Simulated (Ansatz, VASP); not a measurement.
**SiC: VASP beside Ansatz**

```
CELL_PARAMETERS angstrom
3.05638 0.00000 0.00000
0.00000 5.01566 0.00000
0.00000 0.00000 19.52920
ATOMIC_POSITIONS crystal
Si 0.00000 0.56209 0.40964
Si 0.50000 0.06209 0.45482
Si 0.50000 0.56209 0.54518
Si 0.00000 0.06209 0.59036
C 0.00000 0.93791 0.40964
C 0.50000 0.43791 0.45482
C 0.50000 0.93791 0.54518
C 0.00000 0.43791 0.59036
```

Alike in both runs: task single point; functional LDA; k mesh 8 × 5 × 1; occupations fermi-dirac, width 0.02 eV; no spin polarisation.

```csv
,VASP,Ansatz
version,VASP 6.6.1,Ansatz 0.2.0
potentials or method,"VASP PAW LDA potentials, release 64 (Si, C)","PAW with Ansatz's default frozen-core files, scalar-relativistic"
plane-wave cutoff (eV),520,420
valence electrons in the cell,32,32
```

VASP gave:

| Item | Value |
| --- | --- |
| rms of the force components (eV/Å) | 1.335 |

Question: Which values does Ansatz return?

Answer: rms of the force components (eV/Å): 1.347.

LDA's correlation is that of Perdew and Zunger in VASP and of Perdew and Wang (1992) in Ansatz.
